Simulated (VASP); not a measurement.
# Ir (Fm-3m) in VASP: a series of runs

Ir is run at these levels: PBE, r2SCAN; tasks: single point.

Program: VASP 6.6.1. These are calculated values, not measurements. Logs are shortened: lines on timing, memory, paths and dates and some standing lists are left out, and cuts for length are marked.

### 1 The cell of the first run

Symmetry: Fm-3m, No. 225, cubic system. Conventional cell: a = 3.840 Å, b = 3.840 Å, c = 3.840 Å, α = 90.00°, β = 90.00°, γ = 90.00°. Within 3.6 Å of Ir (site symmetry m-3m) lie 12 Ir at 2.72 Å.

### 2 Single point, PBE

File INCAR:

```
SYSTEM = Ir
PREC     = Accurate       ! precision mode
ENCUT    = 520            ! plane-wave cutoff, eV
EDIFF    = 1E-6           ! SCF threshold, eV
ISMEAR   = 0              ! smearing method
SIGMA    = 0.05           ! smearing width, eV
LREAL    = .False.        ! projectors in reciprocal space
LASPH    = .True.         ! aspherical terms in the spheres
NELM     = 80             ! most SCF steps
ALGO     = Normal         ! electronic algorithm
ISIF     = 2              ! what is computed and relaxed
LWAVE    = .False.        ! write WAVECAR
LCHARG   = .False.        ! write CHGCAR
GGA      = PE             ! functional
NBANDS   = 10             ! bands
```

File KPOINTS:

```
Automatic mesh
0
Gamma
  8 8 8
  0 0 0
```

File POSCAR:

```
Ir
1.0
    0.0000000000      1.9200000000      1.9200000000
    1.9200000000      0.0000000000      1.9200000000
    1.9200000000      1.9200000000      0.0000000000
Ir
1
Direct
    0.0000000000      0.0000000000      0.0000000000
```

Potentials or basis: VASP PAW PBE potentials, release 64 (Ir).

Launch:

```
cat potpaw_PBE.64/Ir/POTCAR > POTCAR
mpirun -np 1 vasp_std > vasp.out
```

OUTCAR:

```text
SYSTEM = Ir
   PREC = Accurate
   ENCUT = 520
   EDIFF = 1E-6
   ISMEAR = 0
   LREAL = .False.
   LASPH = .True.
   NELM = 80
   ISIF = 2
   GGA = PE

 ion  position               nearest neighbor table
   1  0.000  0.000  0.000-

  LATTYP: Found a face centered cubic cell.
 ALAT       =     3.8400000000

  Lattice vectors:

 A1 = (   0.0000000000,   1.9200000000,   1.9200000000)
 A2 = (   1.9200000000,   0.0000000000,   1.9200000000)
 A3 = (   1.9200000000,   1.9200000000,   0.0000000000)

Analysis of symmetry for initial positions (statically):
=====================================================================
 Subroutine PRICEL returns:
 Original cell was already a primitive cell.

 Routine SETGRP: Setting up the symmetry group for a
 face centered cubic supercell.

 Subroutine GETGRP returns: Found 48 space group operations
 (whereof 48 operations were pure point group operations)
 out of a pool of 48 trial point group operations.

The static configuration has the point symmetry O_h .

Analysis of symmetry for dynamics (positions and initial velocities):
=====================================================================
 Subroutine PRICEL returns:
 Original cell was already a primitive cell.

 Routine SETGRP: Setting up the symmetry group for a
 face centered cubic supercell.

 Subroutine GETGRP returns: Found 48 space group operations
 (whereof 48 operations were pure point group operations)
 out of a pool of 48 trial point group operations.

The dynamic configuration has the point symmetry O_h .

 Subroutine INISYM returns: Found 48 space group operations
 (whereof 48 operations are pure point group operations),
 and found     1 'primitive' translations

----------------------------------------------------------------------------------------

                                     Primitive cell

  volume of cell :      14.1558

  direct lattice vectors                    reciprocal lattice vectors
     0.000000000  1.920000000  1.920000000    -0.260416667  0.260416667  0.260416667
     1.920000000  0.000000000  1.920000000     0.260416667 -0.260416667  0.260416667
     1.920000000  1.920000000  0.000000000     0.260416667  0.260416667 -0.260416667

  length of vectors
     2.715290040  2.715290040  2.715290040     0.451054898  0.451054898  0.451054898

  position of ions in fractional coordinates (direct lattice)
     0.000000000  0.000000000  0.000000000

  ion indices of the primitive-cell ions
   primitive index   ion index
                 1           1

----------------------------------------------------------------------------------------

 KPOINTS: Automatic mesh

Automatic generation of k-mesh.
 Grid dimensions read from file:
 generate k-points for:    8    8    8

 Generating k-lattice:

  Cartesian coordinates                     Fractional coordinates (reciprocal lattice)
    -0.032552083  0.032552083  0.032552083     0.125000000  0.000000000  0.000000000
     0.032552083 -0.032552083  0.032552083     0.000000000  0.125000000  0.000000000
     0.032552083  0.032552083 -0.032552083     0.000000000  0.000000000  0.125000000

  Length of vectors
     0.056381862  0.056381862  0.056381862

  Shift w.r.t. Gamma in fractional coordinates (k-lattice)
     0.000000000  0.000000000  0.000000000

 Subroutine IBZKPT returns following result:
 ===========================================

 Found     29 irreducible k-points:

 Following reciprocal coordinates:
            Coordinates               Weight
  0.000000  0.000000  0.000000      1.000000
  0.125000  0.000000  0.000000      8.000000
  0.250000  0.000000  0.000000      8.000000
  0.375000  0.000000  0.000000      8.000000
  0.500000  0.000000  0.000000      4.000000
  0.125000  0.125000  0.000000      6.000000
[... 16 lines left out ...]
  0.500000  0.250000  0.125000     48.000000
 -0.375000  0.250000  0.125000     24.000000
 [... further k-points ...]
   k-points           NKPTS =     29   k-points in BZ     NKDIM =     29   number of bands    NBANDS=     10
   number of dos      NEDOS =    301   number of ions     NIONS =      1
   total plane-waves  NPLWV =   8000
   dimension x,y,z NGX =    20 NGY =   20 NGZ =   20
   dimension x,y,z NGXF=    40 NGYF=   40 NGZF=   40
   ions per type =               1
   NGX,Y,Z   is equivalent  to a cutoff of  12.25, 12.25, 12.25 a.u.
   NGXF,Y,Z  is equivalent  to a cutoff of  24.49, 24.49, 24.49 a.u.
 SYSTEM =  Ir
   PREC   = accura    normal or accurate (medium, high low for compatibility)
   ISTART =      0    job   : 0-new  1-cont  2-samecut
   ICHARG =      2    charge: 1-file 2-atom 10-const
   ISPIN  =      1    spin polarized calculation?
   LNONCOLLINEAR =      F non collinear calculations
   LSORBIT =      F    spin-orbit coupling
   LASPH  =      T    aspherical Exc in radial PAW
   ENCUT  =  520.0 eV  38.22 Ry    6.18 a.u.   5.05  5.05  5.05*2*pi/ulx,y,z
   NELM   =     80;   NELMIN=  2; NELMDL= -5     # of ELM steps
   EDIFF  = 0.1E-05   stopping-criterion for ELM
   LREAL  =      F    real-space projection
   EDIFFG = 0.1E-04   stopping-criterion for IOM
   NSW    =      0    number of steps for IOM
   IBRION =     -1    ionic relax: 0-MD 1-quasi-New 2-CG
   NFREE  =      0    steps in history (QN), initial steepest desc. (CG)
   ISIF   =      2    stress and relaxation
   ISYM   =      2    0-nonsym 1-usesym 2-fastsym
   POTIM  = 0.5000    time-step for ionic-motion
   TEBEG  =    0.0;   TEEND  =   0.0 temperature during run
   PSTRESS=    0.0 pullay stress
   NELECT =       9.0000    total number of electrons
   NUPDOWN=      -1.0000    fix difference up-down
   EMIN   =  10.00;   EMAX   =-10.00  energy-range for DOS
   EFERMI =   0.00;   METHOD = LEGACY
   ISMEAR =     0;   SIGMA  =   0.05  broadening in eV -4-tet -1-fermi 0-gaus
   EFERMI_NEDOS =   21; number of points for ismear=-14 and -15
   IALGO  =     38    algorithm
   IMIX   =      4    mixing-type and parameters
     AMIX     =   0.40;   BMIX     =  1.00
     AMIX_MAG =   1.60;   BMIX_MAG =  1.00
  volume/ion in A,a.u.               =      14.16        95.53
  Fermi-wavevector in a.u.,A,eV,Ry     =   1.407703  2.660173 26.961691  1.981628
  Thomas-Fermi vector in A             =   2.529935
   LORBIT       =      0    0 simple, 1 ext, 2 COOP (PROOUT), +10 PAW based schemes
   GGA     = PE    functional components
   LHFCALC =     F    Hartree Fock is set to
   AEXX    =    0.0000 exact exchange contribution
   IVDW    =     0    specifies the selected vdW correction
   LEPSILON=     F    determine dielectric tensor
   LRPA    =     F    only Hartree local field effects (RPA)
 non-spin polarized calculation
 Gauss-broadening in eV      SIGMA  =   0.05
  energy-cutoff  :      520.00
  volume of cell :       14.16
 maximum number of plane-waves:       392
   NGX =  9   NGY =  9   NGZ =  9

 number of electron       9.0000000 magnetization

 Free energy of the ion-electron system (eV)
  ---------------------------------------------------
  ext. energy  EPLUGINS =         0.00000000
  ---------------------------------------------------
  free energy    TOTEN  =        -8.76501388 eV

  energy without entropy =       -8.76298955  energy(sigma->0) =       -8.76400171

 E-fermi :  10.4567     XC(G=0): -13.9829

 val. band max:       10.4087597518   @ k =  -0.3750   0.1250   0.0000
 cond. band min:      10.4753615038   @ k =  -0.3750   0.2500   0.0000
 fundamental gap:      0.0666017520
 Fermi energy:        10.4566598765

 k-point     1 :       0.0000    0.0000    0.0000
  band No.  band energies     occupation
      1      -0.7175      2.00000
      2       6.5153      2.00000
      3       6.5153      2.00000
      4       6.5153      2.00000
      5       9.2146      2.00000
      6       9.2146      2.00000
      7      24.7046      0.00000
      8      30.3125      0.00000
      9      30.3125      0.00000
     10      30.3125      0.00000

 k-point     2 :       0.1250    0.0000    0.0000
  band No.  band energies     occupation
      1      -0.0459      2.00000
      2       6.1949      2.00000
      3       6.7795      2.00000
      4       6.7795      2.00000
      5       9.0715      2.00000
      6       9.0715      2.00000
      7      25.8061      0.00000
      8      27.7254      0.00000
      9      31.4226      0.00000
     10      31.4226      0.00000

 k-point     3 :       0.2500    0.0000    0.0000
  band No.  band energies     occupation
      1       1.4897      2.00000
      2       6.0049      2.00000
      3       6.9611      2.00000
      4       6.9611      2.00000
      5       9.3932      2.00000
      6       9.3932      2.00000
      7      24.1923      0.00000
      8      27.1532      0.00000
      9      34.1025      0.00000
     10      34.1046      0.00000

 k-point     4 :       0.3750    0.0000    0.0000
  band No.  band energies     occupation
      1       2.2758      2.00000
      2       6.6118      2.00000
      3       6.6118      2.00000
      4       7.7114      2.00000
      5      10.6039      0.00003
      6      10.6039      0.00003
      7      20.3201      0.00000
      8      25.1882      0.00000
      9      31.8475      0.00000
     10      31.8475      0.00000
[... 222 lines left out ...]
 k-point    22 :       0.3750    0.2500    0.1250
  band No.  band energies     occupation
      1       2.8873      2.00000
      2       4.8653      2.00000
      3       6.4337      2.00000
      4       8.5331      2.00000
      5       8.6019      2.00000
      6      11.1920      0.00000
      7      24.7237      0.00000
      8      27.3926      0.00000
      9      28.9845      0.00000
     10      31.0023      0.00000

 k-point    23 :       0.5000    0.2500    0.1250
  band No.  band energies     occupation
      1       3.7539      2.00000
      2       5.4116      2.00000
      3       5.8043      2.00000
      4       8.1415      2.00000
      5      10.2496      2.00000
      6      13.2660      0.00000
      7      20.6476      0.00000
      8      25.8778      0.00000
      9      27.2082      0.00000
     10      31.8541      0.00000

 k-point    24 :      -0.3750    0.2500    0.1250
  band No.  band energies     occupation
      1       3.7761      2.00000
      2       5.1734      2.00000
      3       6.7900      2.00000
      4       7.8248      2.00000
      5      10.9795      0.00000
      6      15.5688      0.00000
      7      17.0673      0.00000
      8      26.1389      0.00000
      9      26.2883      0.00000
     10      30.2094      0.00000

 [... further k-points ...]
[... 5 lines left out ...]
  --------------------------------------------------------------------------------------
  -------------------------------------------------------------------------------------
  Total        0.9552966      0.9552966      0.9552966     -0.0000000      0.0000000     -0.0000000
  in kB      108.1222592    108.1222592    108.1222592     -0.0000000      0.0000000     -0.0000000
  external PRESSURE =     108.1222592 kB  Pullay stress =       0.0000000 kB

 VOLUME and BASIS-vectors are now :
 -----------------------------------------------------------------------------
  energy-cutoff  :      520.00
  volume of cell :       14.16
      direct lattice vectors                 reciprocal lattice vectors
     0.000000000  1.920000000  1.920000000    -0.260416667  0.260416667  0.260416667
     1.920000000  0.000000000  1.920000000     0.260416667 -0.260416667  0.260416667
     1.920000000  1.920000000  0.000000000     0.260416667  0.260416667 -0.260416667

 POSITION                                       TOTAL-FORCE (eV/Angst)
 -----------------------------------------------------------------------------------
      0.00000      0.00000      0.00000        -0.000000      0.000000      0.000000
 -----------------------------------------------------------------------------------
    total drift:                                0.000000      0.000000      0.000000

  FREE ENERGIE OF THE ION-ELECTRON SYSTEM (eV)
  ---------------------------------------------------
  free  energy   TOTEN  =        -8.7650138778 eV

  energy  without entropy=       -8.7629895486  energy(sigma->0) =       -8.76400171
```

It took 2.4 s on 1 thread of Intel Xeon 6975P-C (Granite Rapids), shared host; peak memory 0.13 GiB.

Results:

```yaml
Free_energy: -8.7650 eV
Pressure: 10.8 GPa
```

Caveat: spin-orbit coupling is left out, which moves the levels of the heavy elements.

(Part 1 of 2 ends here.)
